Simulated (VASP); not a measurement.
# Co3O4 (Fd-3m) in VASP: further runs

The runs below take Co3O4 through single point, with PBEsol.

Everything below comes from runs of VASP 6.6.1. Logs are shortened: lines on timing, memory, paths and dates and some standing lists are left out, and cuts for length are marked.

## 1. The cell of the first run

It takes space group Fd-3m (No. 227, cubic). Conventional cell: a = 7.984 Å, b = 7.984 Å, c = 7.984 Å, α = 90.00°, β = 90.00°, γ = 90.00°. Co (site symmetry -3m) has 6 O at 1.90 Å within 2.5 Å. Within 2.5 Å of Co (site symmetry -43m) lie 4 O at 1.90 Å. O (site symmetry 3m) has 4 Co at 1.90 Å and 3 O at 2.54 Å within 2.6 Å.

## 2. Single point, PBEsol, collinear spin

File INCAR:

```
SYSTEM = Co3O4
PREC = Accurate
ENCUT = 520
EDIFF = 1E-7
ISMEAR = 0
SIGMA = 0.01
LREAL = .False.
LASPH = .True.
NELM = 150
ALGO = Normal
ISIF = 2
LWAVE = .False.
LCHARG = .False.
ISPIN = 2
MAGMOM = 0.13 0.13 0.13 0.13 2.31 2.31 0 0 0 0 0 0 0 0
LORBIT = 11
LMAXMIX = 4
GGA = PS
NBANDS = 68
```

File KPOINTS:

```
Automatic mesh
0
Gamma
  8 8 8
  0 0 0
```

File POSCAR:

```
Co3O4
1.0
    0.0000000000      3.9920167869      3.9920167869
    3.9920167869      0.0000000000      3.9920167869
    3.9920167869      3.9920167869      0.0000000000
Co O
6 8
Direct
    0.6250000000      0.6250000000      0.6250000000
    0.1250000000      0.6250000000      0.6250000000
    0.6250000000      0.6250000000      0.1250000000
    0.6250000000      0.1250000000      0.6250000000
    0.0000000000      0.0000000000      0.0000000000
    0.2500000000      0.2500000000      0.2500000000
    0.3874508323      0.3874508323      0.3874508323
    0.4123524968      0.8625491677      0.8625491677
    0.3874508323      0.3874508323      0.8376475032
    0.8625491677      0.4123524968      0.8625491677
    0.8376475032      0.3874508323      0.3874508323
    0.8625491677      0.8625491677      0.8625491677
    0.3874508323      0.8376475032      0.3874508323
    0.8625491677      0.8625491677      0.4123524968
```

Potentials or basis: VASP PAW PBE potentials, release 64 (Co, O).

Run with:

```sh
cat potpaw_PBE.64/Co/POTCAR potpaw_PBE.64/O/POTCAR > POTCAR
mpirun -np 1 vasp_std > vasp.out
```

OUTCAR:

```text
SYSTEM = Co3O4
   PREC = Accurate
   ENCUT = 520
   EDIFF = 1E-7
   ISMEAR = 0
   LREAL = .False.
   LASPH = .True.
   NELM = 150
   ISIF = 2
   ISPIN = 2
   LORBIT = 11
   GGA = PS

 ion  position               nearest neighbor table
   1  0.625  0.625  0.625-   8 1.90   9 1.90  10 1.90  11 1.90  13 1.90  14 1.90   2 2.82   3 2.82
                             4 2.82   3 2.82   4 2.82   2 2.82
   2  0.125  0.625  0.625-   7 1.90  12 1.90  10 1.90   9 1.90  13 1.90  14 1.90   1 2.82   3 2.82
                             4 2.82   1 2.82   3 2.82   4 2.82
   3  0.625  0.625  0.125-   7 1.90  12 1.90  10 1.90  11 1.90   8 1.90  13 1.90   1 2.82   1 2.82
                             2 2.82   4 2.82   4 2.82   2 2.82
   4  0.625  0.125  0.625-   7 1.90  12 1.90   9 1.90  11 1.90   8 1.90  14 1.90   1 2.82   3 2.82
                             1 2.82   2 2.82   3 2.82   2 2.82
   5  0.000  0.000  0.000-   8 1.90  10 1.90  14 1.90  12 1.90
   6  0.250  0.250  0.250-   9 1.90  11 1.90  13 1.90   7 1.90
   7  0.387  0.387  0.387-   6 1.90   4 1.90   2 1.90   3 1.90
   8  0.412  0.863  0.863-   5 1.90   1 1.90   4 1.90   3 1.90
   9  0.387  0.387  0.838-   6 1.90   1 1.90   4 1.90   2 1.90
  10  0.863  0.412  0.863-   5 1.90   1 1.90   3 1.90   2 1.90
  11  0.838  0.387  0.387-   6 1.90   1 1.90   4 1.90   3 1.90
  12  0.863  0.863  0.863-   5 1.90   4 1.90   2 1.90   3 1.90
  13  0.387  0.838  0.387-   6 1.90   1 1.90   3 1.90   2 1.90
  14  0.863  0.863  0.412-   5 1.90   1 1.90   4 1.90   2 1.90

  LATTYP: Found a face centered cubic cell.
 ALAT       =     7.9840335738

  Lattice vectors:

 A1 = (   0.0000000000,   3.9920167869,   3.9920167869)
 A2 = (   3.9920167869,   0.0000000000,   3.9920167869)
 A3 = (   3.9920167869,   3.9920167869,   0.0000000000)

Analysis of symmetry for initial positions (statically):
=====================================================================
 Subroutine PRICEL returns:
 Original cell was already a primitive cell.

 Routine SETGRP: Setting up the symmetry group for a
 face centered cubic supercell.

 Subroutine GETGRP returns: Found 48 space group operations
 (whereof 24 operations were pure point group operations)
 out of a pool of 48 trial point group operations.

The static configuration has the point symmetry T_d .
 The point group associated with its full space group is O_h .

Analysis of symmetry for dynamics (positions and initial velocities):
=====================================================================
 Subroutine PRICEL returns:
 Original cell was already a primitive cell.

 Routine SETGRP: Setting up the symmetry group for a
 face centered cubic supercell.

[... 1793 lines left out ...]
      2     -12.0285      1.00000
      3     -11.7370      1.00000
      4     -11.7370      1.00000
      5     -11.7369      1.00000
      6     -11.6885      1.00000
[... 1573 lines left out ...]
     62       9.5655      0.00000
     63      13.6527      0.00000

 [... further k-points ...]

 [bands above 63 left out]

------------------------ aborting loop because EDIFF is reached ----------------------------------------

  FORCE on cell =-STRESS in cart. coord.  units (eV):
  Direction    XX          YY          ZZ          XY          YZ          ZX
  --------------------------------------------------------------------------------------
  -------------------------------------------------------------------------------------
  Total       -0.1493366     -0.1493366     -0.1493366      0.0000000      0.0000000     -0.0000000
  in kB       -1.8804843     -1.8804843     -1.8804843      0.0000000      0.0000000     -0.0000000
  external PRESSURE =      -1.8804843 kB  Pullay stress =       0.0000000 kB

 VOLUME and BASIS-vectors are now :
 -----------------------------------------------------------------------------
  energy-cutoff  :      520.00
  volume of cell :      127.24
      direct lattice vectors                 reciprocal lattice vectors
     0.000000000  3.992016787  3.992016787    -0.125249974  0.125249974  0.125249974
     3.992016787  0.000000000  3.992016787     0.125249974 -0.125249974  0.125249974
     3.992016787  3.992016787  0.000000000     0.125249974  0.125249974 -0.125249974

 POSITION                                       TOTAL-FORCE (eV/Angst)
 -----------------------------------------------------------------------------------
      4.99002      4.99002      4.99002         0.000000      0.000000      0.000000
      4.99002      2.99401      2.99401         0.000000      0.000000      0.000000
      2.99401      2.99401      4.99002         0.000000      0.000000      0.000000
      2.99401      4.99002      2.99401         0.000000      0.000000      0.000000
      0.00000      0.00000      0.00000         0.000000      0.000000      0.000000
      1.99601      1.99601      1.99601         0.000000      0.000000      0.000000
      3.09342      3.09342      3.09342        -0.015952     -0.015952     -0.015952
      6.88662      5.08943      5.08943         0.015952     -0.015952     -0.015952
      4.89061      4.89061      3.09342         0.015952      0.015952     -0.015952
      5.08943      6.88662      5.08943        -0.015952      0.015952     -0.015952
      3.09342      4.89061      4.89061        -0.015952      0.015952      0.015952
      6.88662      6.88662      6.88662         0.015952      0.015952      0.015952
      4.89061      3.09342      4.89061         0.015952     -0.015952      0.015952
      5.08943      5.08943      6.88662        -0.015952     -0.015952      0.015952
 -----------------------------------------------------------------------------------
    total drift:                               -0.000000     -0.000000     -0.000000

  FREE ENERGIE OF THE ION-ELECTRON SYSTEM (eV)
  ---------------------------------------------------
  free  energy   TOTEN  =      -103.0481274518 eV

  energy  without entropy=     -103.0481274518  energy(sigma->0) =     -103.04812745

 total charge

# of ion       s       p       d       tot
------------------------------------------
    1        0.432   0.671   7.363   8.466
    2        0.432   0.671   7.363   8.466
    3        0.432   0.671   7.363   8.466
    4        0.432   0.671   7.363   8.466
    5        0.384   0.498   7.216   8.098
    6        0.384   0.498   7.216   8.098
    7        1.555   3.439   0.000   4.995
    8        1.555   3.439   0.000   4.995
    9        1.555   3.439   0.000   4.995
   10        1.555   3.439   0.000   4.995
   11        1.555   3.439   0.000   4.995
   12        1.555   3.439   0.000   4.995
   13        1.555   3.439   0.000   4.995
   14        1.555   3.439   0.000   4.995
--------------------------------------------------
tot         14.939  31.195  43.883  90.017

 magnetization (x)

# of ion       s       p       d       tot
------------------------------------------
    1        0.006   0.011   0.123   0.139
    2        0.006   0.011   0.123   0.139
    3        0.006   0.011   0.123   0.139
    4        0.006   0.011   0.123   0.139
    5        0.009   0.068   2.202   2.279
    6        0.009   0.068   2.202   2.279
    7        0.006   0.073   0.000   0.079
    8        0.006   0.073   0.000   0.079
    9        0.006   0.073   0.000   0.079
   10        0.006   0.073   0.000   0.079
   11        0.006   0.073   0.000   0.079
   12        0.006   0.073   0.000   0.079
   13        0.006   0.073   0.000   0.079
   14        0.006   0.073   0.000   0.079
--------------------------------------------------
tot          0.089   0.759   4.893   5.741
```

OSZICAR:

```text
N       E                     dE             d eps       ncg     rms          rms(c)
DAV:   1     0.122559294195E+04    0.12256E+04   -0.45302E+04  7888   0.186E+03
DAV:   2     0.101950106366E+03   -0.11236E+04   -0.10299E+04  8132   0.481E+02
DAV:   3    -0.109367974736E+03   -0.21132E+03   -0.19549E+03  8692   0.224E+02
[... 14 lines left out ...]
DAV:  18    -0.103048185265E+03   -0.70175E-04   -0.29698E-04  9140   0.127E-01    0.107E-01
DAV:  19    -0.103048117954E+03    0.67311E-04   -0.27297E-05 12380   0.105E-01    0.660E-02
DAV:  20    -0.103048121660E+03   -0.37060E-05   -0.15020E-05 10216   0.415E-02    0.359E-02
DAV:  21    -0.103048127494E+03   -0.58338E-05   -0.39411E-06 11848   0.359E-02    0.774E-03
DAV:  22    -0.103048127424E+03    0.70295E-07   -0.16443E-06  9140   0.939E-03    0.422E-03
DAV:  23    -0.103048127452E+03   -0.28198E-07   -0.14715E-07  5620   0.498E-03
   1 F= -.10304813E+03 E0= -.10304813E+03  d E =-.110023E-16  mag=     6.0001
```

Run time: 38 min. Hardware: 1 thread of AMD EPYC 9755, shared host; peak memory 0.49 GiB.

What came out:

```yaml
Free_energy: -103.0481 eV
Pressure: -0.2 GPa
Largest_force: 0.028 eV/Å
Band_gap_on_the_k_mesh: 0.12 eV (least direct gap 0.25 eV)
Net_moment: 6.00 μB per cell
Site_moments: Co +0.14, +2.28 (each value once); O +0.08 μB
Valence_electrons_inside_the_program's_atomic_spheres: Co 8.47, 8.10 (each value once); O 5.00
```

Forces on the atoms (eV/Å):
```
Co   0.000  0.000  0.000
Co   0.000  0.000  0.000
Co   0.000  0.000  0.000
Co   0.000  0.000  0.000
Co   0.000  0.000  0.000
Co   0.000  0.000  0.000
O   -0.016 -0.016 -0.016
O    0.016 -0.016 -0.016
O    0.016  0.016 -0.016
O   -0.016  0.016 -0.016
O   -0.016  0.016  0.016
O    0.016  0.016  0.016
O    0.016 -0.016  0.016
O   -0.016 -0.016  0.016
```

Levels at points of the mesh, in eV from the valence-band top:
Spin up:
```csv
k point,band 50,band 51,band 52,band 53,band 54,band 55,band 56,band 57,band 58,band 59
"(0.00, 0.00, 0.00)",-0.73,-0.73,-0.58,-0.58,-0.58,1.67,1.67,1.67,1.70,1.70
"(0.50, 0.00, 0.00)",-0.57,-0.57,-0.45,-0.45,-0.29,1.17,1.35,1.35,1.38,1.38
"(0.50, 0.50, 0.00)",-0.49,-0.30,-0.30,-0.17,-0.17,0.72,0.72,1.04,1.04,1.59
```
Spin down:
| k point | band 45 | band 46 | band 47 | band 48 | band 49 | band 50 | band 51 | band 52 |
| --- | --- | --- | --- | --- | --- | --- | --- | --- |
| (0.00, 0.00, 0.00) | -0.44 | -0.44 | -0.25 | -0.25 | 0.12 | 0.12 | 0.12 | 1.49 |
| (0.50, 0.00, 0.00) | -0.45 | -0.34 | -0.13 | -0.13 | 0.62 | 0.62 | 0.82 | 0.82 |
| (0.50, 0.50, 0.00) | -0.32 | -0.32 | -0.11 | -0.11 | 0.34 | 0.34 | 0.42 | 0.42 |

Caveat: the PAW data sets were made with another functional, which shifts forces and pressure a little. A k mesh can miss the band edges.

(Part 1 of 2 ends here.)
